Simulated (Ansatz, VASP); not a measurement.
## Two plane-wave programs on GaAs

```xyz
2
Lattice="0.0000 2.6412 2.6412 2.6412 0.0000 2.6412 2.6412 2.6412 0.0000" Properties=species:S:1:pos:R:3 pbc="T T T"
Ga    0.0000    0.0000    0.0000
As    2.6412    2.6412    2.6412
```

Change from the starting cell: volume scaled by 0.94, PAW files.

Alike in both runs: task single point; functional PBE; k mesh 15 × 15 × 15; occupations fermi-dirac, width 0.08 eV; no spin polarisation.

```csv
,VASP,Ansatz
version,VASP 6.6.1,Ansatz 0.2.0
potentials or method,"VASP PAW PBE potentials, release 64 (Ga_d, As)","PAW with Ansatz's default frozen-core files, scalar-relativistic"
plane-wave cutoff (eV),520,420
valence electrons in the cell,18,28
```

|  | VASP | Ansatz | Ansatz less VASP |
| --- | --- | --- | --- |
| pressure (GPa) | 5.3 | 5.0 | -0.23 |

VASP's potentials hold 18 valence electrons a cell and Ansatz's 28, so a difference there can come from the potentials and not from the codes.
